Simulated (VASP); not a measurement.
# As (R-3m) in VASP: settings compared, part 2 of 2

VASP 6.6.1.

**3. Single point, r2SCAN**

This run uses another cell than the first one, of 20.24 Å³/atom, 0.887 times its volume.

POSCAR

```
As
1.0
    1.8424025153      1.0637115881      3.4423263150
   -1.8424025153      1.0637115881      3.4423263150
    0.0000000000     -2.1274231763      3.4423263150
As
2
Direct
    0.2260000000      0.2260000000      0.2260000000
    0.7740000000      0.7740000000      0.7740000000
```

INCAR.step1

```
  PREC = Accurate
  ENCUT = 520
  ISMEAR = -1
  SIGMA = 0.05
  LREAL = False
  LASPH = True
  NELM = 100
  NBANDS = 12
  GGA = PE
  ALGO = Normal
  EDIFF = 1E-4
  LWAVE = True
  LCHARG = False
```

INCAR.step2

```
  PREC = Accurate
  ENCUT = 520
  EDIFF = 1E-6
  ISMEAR = -1
  SIGMA = 0.05
  LREAL = False
  LASPH = True
  NELM = 100
  ALGO = Normal
  ISIF = 2
  LWAVE = False
  LCHARG = False
  METAGGA = R2SCAN
  LMIXTAU = True
  NBANDS = 12
  ISTART = 1
```

KPOINTS

```
regular mesh
0
Gamma
  9 9 9
```

Potentials or basis: VASP PAW PBE potentials, release 64 (As).

On the command line:

```console
$ cat potpaw_PBE.64/As/POTCAR > POTCAR
$ cp INCAR.step1 INCAR
$ mpirun -np 1 vasp_std > vasp.out
$ cp INCAR.step2 INCAR
$ mpirun -np 1 vasp_std > vasp.out
```

OUTCAR:

```text
PREC = Accurate
   ENCUT = 520
   EDIFF = 1E-6
   ISMEAR = -1
   LREAL = False
   LASPH = True
   NELM = 100
   ISIF = 2
   METAGGA = R2SCAN
   ISTART = 1

 ion  position               nearest neighbor table
   1  0.226  0.226  0.226-   2 2.46   2 2.46   2 2.46
   2  0.774  0.774  0.774-   1 2.46   1 2.46   1 2.46

  LATTYP: Found a trigonal (rhomboedric) cell.
 ALAT       =     4.0466702151
 COS(alpha) =     0.5854247172

  Lattice vectors:

 A1 = (   1.8424025153,   1.0637115881,   3.4423263150)
 A2 = (  -1.8424025153,   1.0637115881,   3.4423263150)
 A3 = (   0.0000000000,  -2.1274231763,   3.4423263150)

Analysis of symmetry for initial positions (statically):
=====================================================================
 Subroutine PRICEL returns:
 Original cell was already a primitive cell.

 Routine SETGRP: Setting up the symmetry group for a
 trigonal (rhombohedral) supercell.

 Subroutine GETGRP returns: Found 12 space group operations
 (whereof 12 operations were pure point group operations)
 out of a pool of 12 trial point group operations.

The static configuration has the point symmetry D_3d.

Analysis of symmetry for dynamics (positions and initial velocities):
=====================================================================
 Subroutine PRICEL returns:
 Original cell was already a primitive cell.

 Routine SETGRP: Setting up the symmetry group for a
 trigonal (rhombohedral) supercell.

 Subroutine GETGRP returns: Found 12 space group operations
 (whereof 12 operations were pure point group operations)
 out of a pool of 12 trial point group operations.

The dynamic configuration has the point symmetry D_3d.

 Subroutine INISYM returns: Found 12 space group operations
 (whereof 12 operations are pure point group operations),
 and found     1 'primitive' translations

[... 112 lines left out ...]
   IMIX   =      4    mixing-type and parameters
     AMIX     =   0.40;   BMIX     =  1.00
     AMIX_MAG =   1.60;   BMIX_MAG =  1.00
  volume/ion in A,a.u.               =      20.24       136.58
  Fermi-wavevector in a.u.,A,eV,Ry     =   1.027238  1.941198 14.357102  1.055217
  Thomas-Fermi vector in A             =   2.161172
   LORBIT       =      0    0 simple, 1 ext, 2 COOP (PROOUT), +10 PAW based schemes
   METAGGA = R2SCAN    functional components
   LHFCALC =     F    Hartree Fock is set to
   AEXX    =    0.0000 exact exchange contribution
   IVDW    =     0    specifies the selected vdW correction
   LEPSILON=     F    determine dielectric tensor
   LRPA    =     F    only Hartree local field effects (RPA)
 non-spin polarized calculation
  energy-cutoff  :      520.00
  volume of cell :       40.48
 maximum number of plane-waves:      1111
 NGX is ok and might be reduce to    30
   NGX = 15   NGY = 15   NGZ = 15

 number of electron       9.9999999 magnetization

 Free energy of the ion-electron system (eV)
  ---------------------------------------------------
  ext. energy  EPLUGINS =         0.00000000
  ---------------------------------------------------
  free energy    TOTEN  =       -29.30808779 eV

  energy without entropy =      -29.30674939  energy(sigma->0) =      -29.30741859

 E-fermi :   6.2696     XC(G=0): -10.6870

 val. band max:        6.2263549878   @ k =   0.4444   0.3333   0.3333
 cond. band min:       6.2999252998   @ k =   0.3333   0.2222   0.2222
 fundamental gap:      0.0735703121
 Fermi energy:         6.2695708301

 k-point     1 :       0.0000    0.0000    0.0000
  band No.  band energies     occupation
      1     -10.3264      2.00000
      2       0.4922      2.00000
      3       3.1746      2.00000
      4       3.6550      2.00000
      5       3.6550      2.00000
      6       7.7841      0.00000
      7       9.1684      0.00000
      8       9.1684      0.00000
      9      13.3511      0.00000
     10      13.3511      0.00000
     11      14.0927      0.00000
     12      15.3388      0.00000
[... 331 lines left out ...]
 k-point    24 :       0.4444    0.4444    0.0000
  band No.  band energies     occupation
      1      -7.3965      2.00000
      2      -4.1172      2.00000
      3      -0.3598      2.00000
      4       1.3607      2.00000
      5       1.4089      2.00000
      6       7.5333      0.00000
      7      12.0668      0.00000
      8      13.5997      0.00000
      9      13.8164      0.00000
     10      17.1575      0.00000
     11      18.8154      0.00000
     12      19.9205      0.00000

 [... further k-points ...]
[... 5 lines left out ...]
  --------------------------------------------------------------------------------------
  -------------------------------------------------------------------------------------
  Total        2.0990309      2.0990309      1.6834736      0.0000000     -0.0000000      0.0000000
  in kB       83.0840619     83.0840619     66.6354294      0.0000000     -0.0000000      0.0000000
  external PRESSURE =      77.6011844 kB  Pullay stress =       0.0000000 kB

 VOLUME and BASIS-vectors are now :
 -----------------------------------------------------------------------------
  energy-cutoff  :      520.00
  volume of cell :       40.48
      direct lattice vectors                 reciprocal lattice vectors
     1.842402515  1.063711588  3.442326315     0.271384779  0.156684075  0.096833741
    -1.842402515  1.063711588  3.442326315    -0.271384779  0.156684075  0.096833741
     0.000000000 -2.127423176  3.442326315     0.000000000 -0.313368151  0.096833741

 POSITION                                       TOTAL-FORCE (eV/Angst)
 -----------------------------------------------------------------------------------
      0.00000     -0.00000      2.33390         0.000000     -0.000000      0.646633
      0.00000     -0.00000      7.99308         0.000000      0.000000     -0.646633
 -----------------------------------------------------------------------------------
    total drift:                                0.000000     -0.000000      0.000000

  FREE ENERGIE OF THE ION-ELECTRON SYSTEM (eV)
  ---------------------------------------------------
  free  energy   TOTEN  =       -29.3080877900 eV

  energy  without entropy=      -29.3067493880  energy(sigma->0) =      -29.30741859
```

OSZICAR.step1:

```text
N       E                     dE             d eps       ncg     rms          rms(c)
DAV:   1     0.288947764859E+02    0.28895E+02   -0.42687E+03  2040   0.700E+02
DAV:   2    -0.764773587177E+01   -0.36543E+02   -0.35182E+02  2660   0.114E+02
DAV:   3    -0.923058108038E+01   -0.15828E+01   -0.15762E+01  2624   0.236E+01
DAV:   4    -0.923811438015E+01   -0.75333E-02   -0.75324E-02  2336   0.180E+00
DAV:   5    -0.923813196393E+01   -0.17584E-04   -0.17583E-04  2580   0.949E-02    0.379E+00
DAV:   6    -0.922020762771E+01    0.17924E-01   -0.83719E-03  2292   0.523E-01    0.229E+00
DAV:   7    -0.921180117337E+01    0.84065E-02   -0.17509E-02  2316   0.784E-01    0.833E-02
DAV:   8    -0.921190740639E+01   -0.10623E-03   -0.61250E-04  2396   0.149E-01    0.344E-02
DAV:   9    -0.921195253161E+01   -0.45125E-04   -0.62842E-05  1624   0.497E-02
   1 F= -.92119525E+01 E0= -.92112612E+01  d E =-.138257E-02
```

Run time: 96 s. Hardware: 1 thread of AMD EPYC 9R45 (Zen 5), shared host; peak memory 0.15 GiB.

What came out:

```
Free energy            : -29.3081 eV
Pressure               : 7.8 GPa
Largest force          : 0.647 eV/Å
Band gap on the k mesh : zero (band 5 reaches 6.30 eV, above the bottom of band 6 at 6.14 eV)
```

Forces in eV/Å, atoms in the order of the input:
```
As   0.000  0.000  0.647
As   0.000  0.000 -0.647
```

Levels at points of the mesh, in eV from the Fermi level:
```csv
k point,band 3,band 4,band 5,band 6,band 7,band 8
"(0.00, 0.00, 0.00)",-3.09,-2.61,-2.61,1.51,2.90,2.90
```

Caveat: the PAW data sets were made with another functional, which shifts forces and pressure a little.
